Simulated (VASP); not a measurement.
SiC (a): single point with PBE

The system is SiC (a).

```
CELL_PARAMETERS angstrom
0.00000 2.18987 2.18987
2.18987 0.00000 2.18987
2.18987 2.18987 0.00000
ATOMIC_POSITIONS crystal
Si 0.00000 0.00000 0.00000
C 0.25000 0.25000 0.25000
```

```json
{
 "Program": "VASP 6.6.1",
 "Task": "single point",
 "Functional": "PBE",
 "Potentials or basis": "VASP PAW PBE potentials, release 64 (Si, C)",
 "Cutoff": "600 eV",
 "k mesh": "10 × 10 × 10",
 "Occupations": "gaussian, width 0.02 eV",
 "Spin": "no spin polarisation",
 "Dipole correction": "no",
 "Further INCAR settings": "ALGO = Normal; EDIFF = 1e-06; NBANDS = 11"
}
```

```
Pressure               : -0.2 GPa
Band gap on the k mesh : 1.37 eV, indirect (least direct gap 4.53 eV)
```

Levels at points of the mesh, in eV from the valence-band top:
```csv
k point,band 2,band 3,band 4,band 5,band 6,band 7
"(0.00, 0.00, 0.00)",0.00,0.00,0.00,6.06,7.21,7.21
"(0.50, 0.00, 0.00)",-8.45,-1.05,-1.05,5.30,7.17,7.17
"(0.50, 0.50, 0.00)",-7.75,-3.16,-3.16,1.37,4.27,13.86
```

Run time: 28 s on 1 thread of Intel Xeon 8259CL (shared host), peak memory 0.15 GiB.

A k mesh can miss the band edges.
